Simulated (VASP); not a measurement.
# MgO (Fm-3m) in VASP: single point with PBE

Aim: the single point of MgO with PBE.

Program: VASP 6.6.1. These are calculated values, not measurements. Logs are shortened: lines on timing, memory, paths and dates and some standing lists are left out, and cuts for length are marked.

### Step 1. The cell of the first run

Symmetry: Fm-3m, No. 225, cubic system. The conventional cell has a = 4.410 Å, b = 4.410 Å, c = 4.410 Å, α = 90.00°, β = 90.00°, γ = 90.00°. Mg (site symmetry m-3m) has 6 O at 2.20 Å within 2.9 Å. Within 2.9 Å of O (site symmetry m-3m) lie 6 Mg at 2.20 Å.

### Step 2. Single point, PBE (strain +4.9%)

INCAR reads:

```
PREC     = Accurate       # precision mode
ENCUT    = 840            # plane-wave cutoff, eV
EDIFF    = 1E-6           # SCF threshold, eV
ISMEAR   = -1             # smearing method
SIGMA    = 0.02           # smearing width, eV
LREAL    = False          # projectors in reciprocal space
LASPH    = True           # aspherical terms in the spheres
NELM     = 120            # most SCF steps
ALGO     = Normal         # electronic algorithm
ISIF     = 2              # what is computed and relaxed
LWAVE    = False          # write WAVECAR
LCHARG   = False          # write CHGCAR
GGA      = PE             # functional
NBANDS   = 15             # bands
GGA_COMPAT= False
```

KPOINTS reads:

```
regular mesh
0
Gamma
  10 10 10
```

POSCAR reads:

```
MgO
1.0
    0.0000000000      2.2047538254      2.2047538254
    2.2047538254      0.0000000000      2.2047538254
    2.2047538254      2.2047538254      0.0000000000
Mg O
1 1
Direct
    0.0000000000      0.0000000000      0.0000000000
    0.5000000000      0.5000000000      0.5000000000
```

Potentials or basis: VASP PAW PBE potentials, release 64 (Mg_sv, O).

Command:

```bash
> cat potpaw_PBE.64/Mg_sv/POTCAR potpaw_PBE.64/O/POTCAR > POTCAR
> mpirun -np 1 vasp_std > vasp.out
```

OUTCAR:

```text
PREC = Accurate
   ENCUT = 840
   EDIFF = 1E-6
   ISMEAR = -1
   LREAL = False
   LASPH = True
   NELM = 120
   ISIF = 2
   GGA = PE

 ion  position               nearest neighbor table
   1  0.000  0.000  0.000-
   2  0.500  0.500  0.500-

  LATTYP: Found a face centered cubic cell.
 ALAT       =     4.4095076508

  Lattice vectors:

 A1 = (   0.0000000000,   2.2047538254,   2.2047538254)
 A2 = (   2.2047538254,   0.0000000000,   2.2047538254)
 A3 = (   2.2047538254,   2.2047538254,   0.0000000000)

Analysis of symmetry for initial positions (statically):
=====================================================================
 Subroutine PRICEL returns:
 Original cell was already a primitive cell.

 Routine SETGRP: Setting up the symmetry group for a
 face centered cubic supercell.

 Subroutine GETGRP returns: Found 48 space group operations
 (whereof 48 operations were pure point group operations)
 out of a pool of 48 trial point group operations.

The static configuration has the point symmetry O_h .

Analysis of symmetry for dynamics (positions and initial velocities):
=====================================================================
 Subroutine PRICEL returns:
 Original cell was already a primitive cell.

 Routine SETGRP: Setting up the symmetry group for a
 face centered cubic supercell.

 Subroutine GETGRP returns: Found 48 space group operations
 (whereof 48 operations were pure point group operations)
 out of a pool of 48 trial point group operations.

The dynamic configuration has the point symmetry O_h .

 Subroutine INISYM returns: Found 48 space group operations
 (whereof 48 operations are pure point group operations),
 and found     1 'primitive' translations

----------------------------------------------------------------------------------------

                                     Primitive cell

  volume of cell :      21.4343

  direct lattice vectors                    reciprocal lattice vectors
     0.000000000  2.204753825  2.204753825    -0.226782688  0.226782688  0.226782688
     2.204753825  0.000000000  2.204753825     0.226782688 -0.226782688  0.226782688
     2.204753825  2.204753825  0.000000000     0.226782688  0.226782688 -0.226782688

  length of vectors
     3.117992762  3.117992762  3.117992762     0.392799139  0.392799139  0.392799139

  position of ions in fractional coordinates (direct lattice)
     0.000000000  0.000000000  0.000000000
     0.500000000  0.500000000  0.500000000

  ion indices of the primitive-cell ions
   primitive index   ion index
                 1           1
                 2           2

----------------------------------------------------------------------------------------

 KPOINTS: regular mesh

Automatic generation of k-mesh.
 Grid dimensions read from file:
 generate k-points for:   10   10   10

 Generating k-lattice:

  Cartesian coordinates                     Fractional coordinates (reciprocal lattice)
    -0.022678269  0.022678269  0.022678269     0.100000000  0.000000000  0.000000000
     0.022678269 -0.022678269  0.022678269     0.000000000  0.100000000  0.000000000
     0.022678269  0.022678269 -0.022678269     0.000000000  0.000000000  0.100000000

  Length of vectors
     0.039279914  0.039279914  0.039279914

  Shift w.r.t. Gamma in fractional coordinates (k-lattice)
     0.000000000  0.000000000  0.000000000

 Subroutine IBZKPT returns following result:
 ===========================================

 Found     47 irreducible k-points:

 Following reciprocal coordinates:
            Coordinates               Weight
  0.000000  0.000000  0.000000      1.000000
  0.100000  0.000000  0.000000      8.000000
  0.200000  0.000000  0.000000      8.000000
  0.300000  0.000000  0.000000      8.000000
  0.400000  0.000000  0.000000      8.000000
  0.500000  0.000000  0.000000      4.000000
[... 16 lines left out ...]
  0.300000  0.300000  0.000000      6.000000
  0.400000  0.300000  0.000000     24.000000
 [... further k-points ...]
   k-points           NKPTS =     47   k-points in BZ     NKDIM =     47   number of bands    NBANDS=     15
   number of dos      NEDOS =    301   number of ions     NIONS =      2
   total plane-waves  NPLWV =  27000
   dimension x,y,z NGX =    30 NGY =   30 NGZ =   30
   dimension x,y,z NGXF=    60 NGYF=   60 NGZF=   60
   ions per type =               1   1
   NGX,Y,Z   is equivalent  to a cutoff of  16.00, 16.00, 16.00 a.u.
   NGXF,Y,Z  is equivalent  to a cutoff of  31.99, 31.99, 31.99 a.u.
 SYSTEM =  unknown system
   PREC   = accura    normal or accurate (medium, high low for compatibility)
   ISTART =      0    job   : 0-new  1-cont  2-samecut
   ICHARG =      2    charge: 1-file 2-atom 10-const
   ISPIN  =      1    spin polarized calculation?
   LNONCOLLINEAR =      F non collinear calculations
   LSORBIT =      F    spin-orbit coupling
   LASPH  =      T    aspherical Exc in radial PAW
   ENCUT  =  840.0 eV  61.74 Ry    7.86 a.u.   7.37  7.37  7.37*2*pi/ulx,y,z
   NELM   =    120;   NELMIN=  2; NELMDL= -5     # of ELM steps
   EDIFF  = 0.1E-05   stopping-criterion for ELM
   LREAL  =      F    real-space projection
   EDIFFG = 0.1E-04   stopping-criterion for IOM
   NSW    =      0    number of steps for IOM
   IBRION =     -1    ionic relax: 0-MD 1-quasi-New 2-CG
   NFREE  =      0    steps in history (QN), initial steepest desc. (CG)
   ISIF   =      2    stress and relaxation
   ISYM   =      2    0-nonsym 1-usesym 2-fastsym
   POTIM  = 0.5000    time-step for ionic-motion
   TEBEG  =    0.0;   TEEND  =   0.0 temperature during run
   PSTRESS=    0.0 pullay stress
   NELECT =      16.0000    total number of electrons
   NUPDOWN=      -1.0000    fix difference up-down
   EMIN   =  10.00;   EMAX   =-10.00  energy-range for DOS
   EFERMI =   0.00;   METHOD = LEGACY
   ISMEAR =    -1;   SIGMA  =   0.02  broadening in eV -4-tet -1-fermi 0-gaus
   EFERMI_NEDOS =   21; number of points for ismear=-14 and -15
   IALGO  =     38    algorithm
   IMIX   =      4    mixing-type and parameters
     AMIX     =   0.40;   BMIX     =  1.00
     AMIX_MAG =   1.60;   BMIX_MAG =  1.00
  volume/ion in A,a.u.               =      10.72        72.32
  Fermi-wavevector in a.u.,A,eV,Ry     =   1.485062  2.806361 30.006432  2.205411
  Thomas-Fermi vector in A             =   2.598521
   LORBIT       =      0    0 simple, 1 ext, 2 COOP (PROOUT), +10 PAW based schemes
   GGA     = PE    functional components
   LHFCALC =     F    Hartree Fock is set to
   AEXX    =    0.0000 exact exchange contribution
   IVDW    =     0    specifies the selected vdW correction
   LEPSILON=     F    determine dielectric tensor
   LRPA    =     F    only Hartree local field effects (RPA)
 non-spin polarized calculation
  energy-cutoff  :      840.00
  volume of cell :       21.43
 maximum number of plane-waves:      1243
 NGX is ok and might be reduce to    30
   NGX = 15   NGY = 15   NGZ = 15

 number of electron      16.0000005 magnetization

 Free energy of the ion-electron system (eV)
  ---------------------------------------------------
  ext. energy  EPLUGINS =         0.00000000
  ---------------------------------------------------
  free energy    TOTEN  =       -11.79442021 eV

  energy without entropy =      -11.79442021  energy(sigma->0) =      -11.79442021

 E-fermi :   2.4863     XC(G=0): -10.7197

 val. band max:        1.9984064335   @ k =   0.0000   0.0000   0.0000
 cond. band min:       5.5155682273   @ k =   0.0000   0.0000   0.0000
 fundamental gap:      3.5171617938
 Fermi energy:         2.4862963467

 k-point     1 :       0.0000    0.0000    0.0000
  band No.  band energies     occupation
      1     -70.7770      2.00000
      2     -37.5144      2.00000
      3     -37.5144      2.00000
      4     -37.5144      2.00000
      5     -14.6099      2.00000
      6       1.9984      2.00000
      7       1.9984      2.00000
      8       1.9984      2.00000
      9       5.5156      0.00000
     10      17.0177      0.00000
     11      17.0177      0.00000
     12      17.0177      0.00000
     13      20.5847      0.00000
     14      22.2145      0.00000
     15      22.2145      0.00000

 k-point     2 :       0.1000    0.0000    0.0000
  band No.  band energies     occupation
      1     -70.7763      2.00000
      2     -37.5189      2.00000
      3     -37.5148      2.00000
      4     -37.5148      2.00000
      5     -14.5260      2.00000
      6       1.3697      2.00000
      7       1.9453      2.00000
      8       1.9453      2.00000
      9       6.1589      0.00000
     10      15.8032      0.00000
     11      17.2062      0.00000
     12      17.2062      0.00000
     13      21.2808      0.00000
     14      21.2808      0.00000
     15      21.9603      0.00000

 k-point     3 :       0.2000    0.0000    0.0000
  band No.  band energies     occupation
      1     -70.7750      2.00000
      2     -37.5310      2.00000
      3     -37.5162      2.00000
      4     -37.5162      2.00000
      5     -14.2976      2.00000
      6       0.1826      2.00000
      7       1.8103      2.00000
      8       1.8103      2.00000
      9       7.3549      0.00000
     10      14.2585      0.00000
     11      17.5166      0.00000
     12      17.5166      0.00000
     13      20.5903      0.00000
     14      20.5903      0.00000
     15      22.1670      0.00000
[... 343 lines left out ...]
 k-point    23 :       0.3000    0.3000    0.0000
  band No.  band energies     occupation
      1     -70.7728      2.00000
      2     -37.5427      2.00000
      3     -37.5252      2.00000
      4     -37.5252      2.00000
      5     -13.8439      2.00000
      6      -0.8001      2.00000
      7       1.1983      2.00000
      8       1.1983      2.00000
      9       9.5063      0.00000
     10      12.1225      0.00000
     11      15.0023      0.00000
     12      18.3260      0.00000
     13      18.3260      0.00000
     14      24.6307      0.00000
     15      26.7062      0.00000

 k-point    24 :       0.4000    0.3000    0.0000
  band No.  band energies     occupation
      1     -70.7719      2.00000
      2     -37.5488      2.00000
      3     -37.5284      2.00000
      4     -37.5270      2.00000
      5     -13.6596      2.00000
      6      -1.1398      2.00000
      7       0.8871      2.00000
      8       1.0731      2.00000
      9      10.2489      0.00000
     10      11.7787      0.00000
     11      14.2226      0.00000
     12      18.4521      0.00000
     13      18.6389      0.00000
     14      25.2353      0.00000
     15      26.3583      0.00000

 [... further k-points ...]
[... 5 lines left out ...]
  --------------------------------------------------------------------------------------
  -------------------------------------------------------------------------------------
  Total       -1.7388881     -1.7388881     -1.7388881      0.0000000      0.0000000     -0.0000000
  in kB     -129.9786160   -129.9786160   -129.9786160      0.0000000      0.0000000     -0.0000000
  external PRESSURE =    -129.9786160 kB  Pullay stress =       0.0000000 kB

 VOLUME and BASIS-vectors are now :
 -----------------------------------------------------------------------------
  energy-cutoff  :      840.00
  volume of cell :       21.43
      direct lattice vectors                 reciprocal lattice vectors
     0.000000000  2.204753825  2.204753825    -0.226782688  0.226782688  0.226782688
     2.204753825  0.000000000  2.204753825     0.226782688 -0.226782688  0.226782688
     2.204753825  2.204753825  0.000000000     0.226782688  0.226782688 -0.226782688

 POSITION                                       TOTAL-FORCE (eV/Angst)
 -----------------------------------------------------------------------------------
      0.00000      0.00000      0.00000        -0.000000      0.000000     -0.000000
      2.20475      2.20475      2.20475         0.000000     -0.000000      0.000000
 -----------------------------------------------------------------------------------
    total drift:                                0.000000      0.000000      0.000000

  FREE ENERGIE OF THE ION-ELECTRON SYSTEM (eV)
  ---------------------------------------------------
  free  energy   TOTEN  =       -11.7944202139 eV

  energy  without entropy=      -11.7944202139  energy(sigma->0) =      -11.79442021
```

Wall time 35 s (1 thread of Intel Xeon Platinum 8259CL at 2.50GHz (Skylake/Cascade Lake), shared host); peak memory 0.18 GiB.

Results:

```yaml
Free_energy: -11.7944 eV
Pressure: -13.0 GPa
Band_gap_on_the_k_mesh: 3.52 eV
```

Levels at points of the mesh, in eV from the valence-band top:
```tsv
k point	band 4	band 5	band 6	band 7	band 8	band 9	band 10	band 11	band 12	band 13
(0.00, 0.00, 0.00)	-39.51	-16.61	0.00	0.00	0.00	3.52	15.02	15.02	15.02	18.59
(0.50, 0.00, 0.00)	-39.52	-15.62	-4.04	-0.52	-0.52	7.07	11.10	14.96	14.96	18.98
(0.50, 0.50, 0.00)	-39.53	-15.44	-3.53	-1.16	-1.16	8.59	8.93	11.71	17.00	17.00
```

Caveat: the cell differs from its parent crystal (strain +4.9%); the cell stands under tension.
